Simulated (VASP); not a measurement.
A run of VASP 6.6.1 is set up as follows.

The input INCAR:

```
PREC = Accurate
ENCUT = 520
EDIFF = 1E-7
ISMEAR = 0
SIGMA = 0.1
LREAL = False
LASPH = True
NELM = 60
ALGO = Normal
ISIF = 2
LWAVE = False
LCHARG = False
GGA = PS
NBANDS = 50
```

KPOINTS

```
regular mesh
0
Gamma
  10 10 4
```

POSCAR

```
SnO
1.0
    2.6904552953     -2.6904757091      0.0000000000
    2.6904552953      2.6904757091      0.0000000000
    0.0000000000      0.0000000000      9.4948198460
Sn O
4 4
Direct
   -0.0008128999      0.0008128999     -0.0001357385
    0.0008128999     -0.0008128999      0.4998642615
    0.5008068795      0.4991931205      0.2571398304
    0.4991931205      0.5008068795      0.7571398304
    1.0007806870      0.4992220768      0.3784979540
   -0.0007806870      0.5007779232      0.8784979540
    0.5007779232     -0.0007806870      0.3784979540
    0.4992220768      1.0007806870      0.8784979540
```

Potentials or basis: VASP PAW PBE potentials, release 64 (Sn_d, O).

Launch:

```bash
$ cat potpaw_PBE.64/Sn_d/POTCAR potpaw_PBE.64/O/POTCAR > POTCAR
$ mpirun -np 1 vasp_std > vasp.out
```

Question: Estimate the pressure.

Answer: 0.3 GPa.

Question: Estimate the band gap on the k mesh.

Answer: Zero (bands 40 and 41 overlap by 0.10 eV).

Question: Predict the largest force.

Answer: 0.085 eV/Å.

Forces in eV/Å, atoms in the order of the input:
```
Sn   0.000 -0.003  0.085
Sn   0.000  0.003  0.085
Sn   0.000  0.003 -0.085
Sn   0.000 -0.003 -0.085
O    0.000  0.002  0.000
O    0.000 -0.002  0.000
O    0.000  0.002  0.000
O    0.000 -0.002  0.000
```

Caveat: semilocal functionals underestimate gaps, so a narrow gap can read as zero; the PAW data sets were made with another functional, which shifts forces and pressure a little; spin-orbit coupling is left out, which moves the levels of the heavy elements.
